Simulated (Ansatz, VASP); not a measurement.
**Al3GaN4: VASP beside Ansatz**

```
Al Ga N
1.0
     0.00000    0.00000   -5.04378
     3.12962    5.42066    0.00000
     3.12689   -5.41908    0.00000
Al Ga N
6 2 8
Direct
  0.00267 0.16857 0.33379
  0.00289 0.16688 0.83375
  0.00267 0.66522 0.33379
  0.50267 0.33143 0.66621
  0.50289 0.33312 0.16625
  0.50267 0.83478 0.66621
  0.00156 0.66569 0.83138
  0.50156 0.83431 0.16862
  0.62590 0.17404 0.33673
  0.62399 0.16689 0.83377
  0.62590 0.66269 0.33673
  0.61443 0.66338 0.82675
  0.12590 0.32596 0.66327
  0.12399 0.33311 0.16623
  0.12590 0.83731 0.66327
  0.11443 0.83662 0.17325
```

Alike in both runs: task relaxation of cell and atoms; functional PBEsol; k mesh 6 × 4 × 4; occupations gaussian, width 0.02 eV; no spin polarisation.

```csv
,VASP,Ansatz
version,VASP 6.6.1,Ansatz 0.2.0
potentials or method,"VASP PAW PBE potentials, release 64 (Al, Ga_d, N), cutoff 600 eV","scalar-relativistic, plane waves, PAW"
valence electrons in the cell,84,84
```

Ansatz gave:

* gap on the k mesh at the Fermi level, each at its own relaxed structure (eV): 3.49
* relaxed volume (Å³/atom): 10.69
* relaxed cell length with the largest relative difference (Å): 6.257

Question: What did VASP give for the same quantities?

Answer: gap on the k mesh at the Fermi level, each at its own relaxed structure (eV): 3.52; relaxed volume (Å³/atom): 10.68; relaxed cell length with the largest relative difference (Å): 6.255.

VASP's potentials were made for PBE, not for PBEsol.
